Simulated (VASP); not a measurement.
# CaO (Fm-3m) in VASP: single point with PBE

Aim: the single point of CaO with PBE.

All numbers are computed with VASP 6.6.1; they aren't measurements. Logs are shortened: lines on timing, memory, paths and dates and some standing lists are left out, and cuts for length are marked.

### 1 The cell of the first run

Symmetry: Fm-3m, No. 225, cubic system. Conventional cell: a = 4.813 Å, b = 4.813 Å, c = 4.813 Å, α = 90.00°, β = 90.00°, γ = 90.00°. Ca (site symmetry m-3m) has 6 O at 2.41 Å within 3.2 Å. Within 3.2 Å of O (site symmetry m-3m) lie 6 Ca at 2.41 Å.

### 2 Single point, PBE

INCAR

```
SYSTEM = CaO
PREC     = Accurate       ! precision mode
ENCUT    = 600            ! plane-wave cutoff, eV
EDIFF    = 1E-6           ! SCF threshold, eV
ISMEAR   = 0              ! smearing method
SIGMA    = 0.01           ! smearing width, eV
LREAL    = .FALSE.        ! projectors in reciprocal space
LASPH    = .TRUE.         ! aspherical terms in the spheres
NELM     = 120            ! most SCF steps
ALGO     = Normal         ! electronic algorithm
ISIF     = 2              ! what is computed and relaxed
LWAVE    = .FALSE.        ! write WAVECAR
LCHARG   = .FALSE.        ! write CHGCAR
GGA      = PE             ! functional
NBANDS   = 15             ! bands
GGA_COMPAT= .FALSE.
```

KPOINTS

```
regular mesh
0
G
  6 6 6
  0 0 0
```

POSCAR

```
CaO
1.0
    0.0000000000      2.4065000000      2.4065000000
    2.4065000000      0.0000000000      2.4065000000
    2.4065000000      2.4065000000      0.0000000000
Ca O
1 1
Direct
    0.0000000000      0.0000000000      0.0000000000
    0.5000000000      0.5000000000      0.5000000000
```

Potentials or basis: VASP PAW PBE potentials, release 64 (Ca_sv, O).

Launch:

```bash
$ cat potpaw_PBE.64/Ca_sv/POTCAR potpaw_PBE.64/O/POTCAR > POTCAR
$ mpirun -np 1 vasp_std > vasp.out
```

OUTCAR:

```text
SYSTEM = CaO
   PREC = Accurate
   ENCUT = 600
   EDIFF = 1E-6
   ISMEAR = 0
   LREAL = .FALSE.
   LASPH = .TRUE.
   NELM = 120
   ISIF = 2
   GGA = PE

 ion  position               nearest neighbor table
   1  0.000  0.000  0.000-   2 2.41   2 2.41   2 2.41   2 2.41   2 2.41   2 2.41
   2  0.500  0.500  0.500-   1 2.41   1 2.41   1 2.41   1 2.41   1 2.41   1 2.41

  LATTYP: Found a face centered cubic cell.
 ALAT       =     4.8130000000

  Lattice vectors:

 A1 = (   0.0000000000,   2.4065000000,   2.4065000000)
 A2 = (   2.4065000000,   0.0000000000,   2.4065000000)
 A3 = (   2.4065000000,   2.4065000000,   0.0000000000)

Analysis of symmetry for initial positions (statically):
=====================================================================
 Subroutine PRICEL returns:
 Original cell was already a primitive cell.

 Routine SETGRP: Setting up the symmetry group for a
 face centered cubic supercell.

 Subroutine GETGRP returns: Found 48 space group operations
 (whereof 48 operations were pure point group operations)
 out of a pool of 48 trial point group operations.

The static configuration has the point symmetry O_h .

Analysis of symmetry for dynamics (positions and initial velocities):
=====================================================================
 Subroutine PRICEL returns:
 Original cell was already a primitive cell.

 Routine SETGRP: Setting up the symmetry group for a
 face centered cubic supercell.

 Subroutine GETGRP returns: Found 48 space group operations
 (whereof 48 operations were pure point group operations)
 out of a pool of 48 trial point group operations.

The dynamic configuration has the point symmetry O_h .

 Subroutine INISYM returns: Found 48 space group operations
 (whereof 48 operations are pure point group operations),
 and found     1 'primitive' translations

----------------------------------------------------------------------------------------

                                     Primitive cell

  volume of cell :      27.8732

  direct lattice vectors                    reciprocal lattice vectors
     0.000000000  2.406500000  2.406500000    -0.207770621  0.207770621  0.207770621
     2.406500000  0.000000000  2.406500000     0.207770621 -0.207770621  0.207770621
     2.406500000  2.406500000  0.000000000     0.207770621  0.207770621 -0.207770621

  length of vectors
     3.403304938  3.403304938  3.403304938     0.359869272  0.359869272  0.359869272

  position of ions in fractional coordinates (direct lattice)
     0.000000000  0.000000000  0.000000000
     0.500000000  0.500000000  0.500000000

  ion indices of the primitive-cell ions
   primitive index   ion index
                 1           1
                 2           2

----------------------------------------------------------------------------------------

 KPOINTS: regular mesh

Automatic generation of k-mesh.
 Grid dimensions read from file:
 generate k-points for:    6    6    6

 Generating k-lattice:

  Cartesian coordinates                     Fractional coordinates (reciprocal lattice)
    -0.034628437  0.034628437  0.034628437     0.166666667  0.000000000  0.000000000
     0.034628437 -0.034628437  0.034628437     0.000000000  0.166666667  0.000000000
     0.034628437  0.034628437 -0.034628437     0.000000000  0.000000000  0.166666667

  Length of vectors
     0.059978212  0.059978212  0.059978212

  Shift w.r.t. Gamma in fractional coordinates (k-lattice)
     0.000000000  0.000000000  0.000000000

 Subroutine IBZKPT returns following result:
 ===========================================

 Found     16 irreducible k-points:

 Following reciprocal coordinates:
            Coordinates               Weight
  0.000000  0.000000  0.000000      1.000000
  0.166667  0.000000  0.000000      8.000000
  0.333333  0.000000  0.000000      8.000000
  0.500000  0.000000  0.000000      4.000000
  0.166667  0.166667  0.000000      6.000000
  0.333333  0.166667  0.000000     24.000000
[... 8 lines left out ...]
 -0.333333  0.333333  0.166667     24.000000
 -0.333333  0.500000  0.166667     12.000000
   k-points           NKPTS =     16   k-points in BZ     NKDIM =     16   number of bands    NBANDS=     15
   number of dos      NEDOS =    301   number of ions     NIONS =      2
   total plane-waves  NPLWV =  21952
   dimension x,y,z NGX =    28 NGY =   28 NGZ =   28
   dimension x,y,z NGXF=    56 NGYF=   56 NGZF=   56
   ions per type =               1   1
   NGX,Y,Z   is equivalent  to a cutoff of  13.68, 13.68, 13.68 a.u.
   NGXF,Y,Z  is equivalent  to a cutoff of  27.36, 27.36, 27.36 a.u.
 SYSTEM =  CaO
   PREC   = accura    normal or accurate (medium, high low for compatibility)
   ISTART =      0    job   : 0-new  1-cont  2-samecut
   ICHARG =      2    charge: 1-file 2-atom 10-const
   ISPIN  =      1    spin polarized calculation?
   LNONCOLLINEAR =      F non collinear calculations
   LSORBIT =      F    spin-orbit coupling
   LASPH  =      T    aspherical Exc in radial PAW
   ENCUT  =  600.0 eV  44.10 Ry    6.64 a.u.   6.80  6.80  6.80*2*pi/ulx,y,z
   NELM   =    120;   NELMIN=  2; NELMDL= -5     # of ELM steps
   EDIFF  = 0.1E-05   stopping-criterion for ELM
   LREAL  =      F    real-space projection
   EDIFFG = 0.1E-04   stopping-criterion for IOM
   NSW    =      0    number of steps for IOM
   IBRION =     -1    ionic relax: 0-MD 1-quasi-New 2-CG
   NFREE  =      0    steps in history (QN), initial steepest desc. (CG)
   ISIF   =      2    stress and relaxation
   ISYM   =      2    0-nonsym 1-usesym 2-fastsym
   POTIM  = 0.5000    time-step for ionic-motion
   TEBEG  =    0.0;   TEEND  =   0.0 temperature during run
   PSTRESS=    0.0 pullay stress
   NELECT =      16.0000    total number of electrons
   NUPDOWN=      -1.0000    fix difference up-down
   EMIN   =  10.00;   EMAX   =-10.00  energy-range for DOS
   EFERMI =   0.00;   METHOD = LEGACY
   ISMEAR =     0;   SIGMA  =   0.01  broadening in eV -4-tet -1-fermi 0-gaus
   EFERMI_NEDOS =   21; number of points for ismear=-14 and -15
   IALGO  =     38    algorithm
   IMIX   =      4    mixing-type and parameters
     AMIX     =   0.40;   BMIX     =  1.00
     AMIX_MAG =   1.60;   BMIX_MAG =  1.00
  volume/ion in A,a.u.               =      13.94        94.05
  Fermi-wavevector in a.u.,A,eV,Ry     =   1.360564  2.571093 25.186211  1.851134
  Thomas-Fermi vector in A             =   2.487215
   LORBIT       =      0    0 simple, 1 ext, 2 COOP (PROOUT), +10 PAW based schemes
   GGA     = PE    functional components
   LHFCALC =     F    Hartree Fock is set to
   AEXX    =    0.0000 exact exchange contribution
   IVDW    =     0    specifies the selected vdW correction
   LEPSILON=     F    determine dielectric tensor
   LRPA    =     F    only Hartree local field effects (RPA)
 non-spin polarized calculation
 Gauss-broadening in eV      SIGMA  =   0.01
  energy-cutoff  :      600.00
  volume of cell :       27.87
 maximum number of plane-waves:       941
   NGX = 13   NGY = 13   NGZ = 13

 number of electron      15.9999998 magnetization

 Free energy of the ion-electron system (eV)
  ---------------------------------------------------
  ext. energy  EPLUGINS =         0.00000000
  ---------------------------------------------------
  free energy    TOTEN  =       -12.80490910 eV

  energy without entropy =      -12.80490910  energy(sigma->0) =      -12.80490910

 E-fermi :   2.4187     XC(G=0): -10.4551

 val. band max:        2.3259094298   @ k =   0.0000   0.0000   0.0000
 cond. band min:       5.9630309526   @ k =   0.5000   0.5000   0.0000
 fundamental gap:      3.6371215228
 Fermi energy:         2.4186852079

 k-point     1 :       0.0000    0.0000    0.0000
  band No.  band energies     occupation
      1     -35.3279      2.00000
      2     -16.0951      2.00000
      3     -16.0951      2.00000
      4     -16.0951      2.00000
      5     -13.1987      2.00000
      6       2.3259      2.00000
      7       2.3259      2.00000
      8       2.3259      2.00000
      9       7.0061      0.00000
     10       8.5413      0.00000
     11       8.5413      0.00000
     12       8.5413      0.00000
     13      10.0379      0.00000
     14      10.0379      0.00000
     15      17.3736      0.00000

 k-point     2 :       0.1667    0.0000    0.0000
  band No.  band energies     occupation
      1     -35.3029      2.00000
      2     -16.4336      2.00000
      3     -16.1085      2.00000
      4     -16.1085      2.00000
      5     -12.8413      2.00000
      6       1.4698      2.00000
      7       1.9783      2.00000
      8       1.9783      2.00000
      9       8.1116      0.00000
     10       8.5197      0.00000
     11       8.9971      0.00000
     12       8.9971      0.00000
     13      10.6587      0.00000
     14      10.6587      0.00000
     15      18.2146      0.00000

 k-point     3 :       0.3333    0.0000    0.0000
  band No.  band energies     occupation
      1     -35.2523      2.00000
      2     -16.9664      2.00000
      3     -16.1351      2.00000
      4     -16.1351      2.00000
      5     -12.2670      2.00000
      6       0.2173      2.00000
      7       1.3889      2.00000
      8       1.3889      2.00000
      9       8.8480      0.00000
     10      10.0326      0.00000
     11      10.0427      0.00000
     12      10.0427      0.00000
     13      11.9394      0.00000
     14      11.9394      0.00000
     15      17.4841      0.00000

 k-point     4 :       0.5000    0.0000    0.0000
  band No.  band energies     occupation
      1     -35.2268      2.00000
      2     -17.1915      2.00000
      3     -16.1483      2.00000
      4     -16.1483      2.00000
      5     -12.0183      2.00000
      6      -0.3030      2.00000
      7       1.1316      2.00000
      8       1.1316      2.00000
      9       9.3562      0.00000
     10      10.6581      0.00000
     11      10.6581      0.00000
     12      10.7997      0.00000
     13      12.7128      0.00000
     14      12.7128      0.00000
     15      16.4741      0.00000
[... 163 lines left out ...]
 k-point    14 :       0.5000    0.3333    0.1667
  band No.  band energies     occupation
      1     -35.2202      2.00000
      2     -16.8227      2.00000
      3     -16.3483      2.00000
      4     -16.2268      2.00000
      5     -12.4569      2.00000
      6       0.4954      2.00000
      7       1.3585      2.00000
      8       1.5816      2.00000
      9       7.7203      0.00000
     10       9.8514      0.00000
     11      10.7610      0.00000
     12      10.9922      0.00000
     13      12.0075      0.00000
     14      13.5424      0.00000
     15      17.4844      0.00000

 k-point    15 :      -0.3333    0.3333    0.1667
  band No.  band energies     occupation
      1     -35.2036      2.00000
      2     -16.8195      2.00000
      3     -16.4191      2.00000
      4     -16.2857      2.00000
      5     -12.4351      2.00000
      6       0.6101      2.00000
      7       1.2354      2.00000
      8       1.3215      2.00000
      9       8.8465      0.00000
     10       8.8516      0.00000
     11      10.9683      0.00000
     12      11.3966      0.00000
     13      12.3848      0.00000
     14      15.1728      0.00000
     15      15.9871      0.00000

 k-point    16 :      -0.3333    0.5000    0.1667
  band No.  band energies     occupation
      1     -35.1961      2.00000
      2     -16.5977      2.00000
      3     -16.4690      2.00000
      4     -16.4134      2.00000
      5     -12.6717      2.00000
      6       1.1140      2.00000
      7       1.2570      2.00000
      8       1.5174      2.00000
      9       7.3427      0.00000
     10       9.9758      0.00000
     11      10.6339      0.00000
     12      11.8360      0.00000
     13      11.9947      0.00000
     14      15.2047      0.00000
     15      15.9231      0.00000

------------------------ aborting loop because EDIFF is reached ----------------------------------------

  FORCE on cell =-STRESS in cart. coord.  units (eV):
  Direction    XX          YY          ZZ          XY          YZ          ZX
  --------------------------------------------------------------------------------------
  -------------------------------------------------------------------------------------
  Total        0.2868634      0.2868634      0.2868634     -0.0000000      0.0000000     -0.0000000
  in kB       16.4891466     16.4891466     16.4891466     -0.0000000      0.0000000     -0.0000000
  external PRESSURE =      16.4891466 kB  Pullay stress =       0.0000000 kB

 VOLUME and BASIS-vectors are now :
 -----------------------------------------------------------------------------
  energy-cutoff  :      600.00
  volume of cell :       27.87
      direct lattice vectors                 reciprocal lattice vectors
     0.000000000  2.406500000  2.406500000    -0.207770621  0.207770621  0.207770621
     2.406500000  0.000000000  2.406500000     0.207770621 -0.207770621  0.207770621
     2.406500000  2.406500000  0.000000000     0.207770621  0.207770621 -0.207770621

 POSITION                                       TOTAL-FORCE (eV/Angst)
 -----------------------------------------------------------------------------------
      0.00000      0.00000      0.00000        -0.000000      0.000000     -0.000000
      2.40650      2.40650      2.40650         0.000000     -0.000000      0.000000
 -----------------------------------------------------------------------------------
    total drift:                                0.000000      0.000000      0.000000

  FREE ENERGIE OF THE ION-ELECTRON SYSTEM (eV)
  ---------------------------------------------------
  free  energy   TOTEN  =       -12.8049091031 eV

  energy  without entropy=      -12.8049091031  energy(sigma->0) =      -12.80490910
```

Wall time 6.9 s (1 thread of Intel Xeon Platinum 8375C at 2.90GHz (Ice Lake), shared host); peak memory 0.16 GiB.

Results:

| Item | Value |
| --- | --- |
| Free energy | -12.8049 eV |
| Pressure | 1.6 GPa |
| Band gap on the k mesh | 3.64 eV (least direct gap 4.01 eV) |

A k mesh can miss the band edges. PBE gaps usually lie below the measured ones, often by a third to a half.
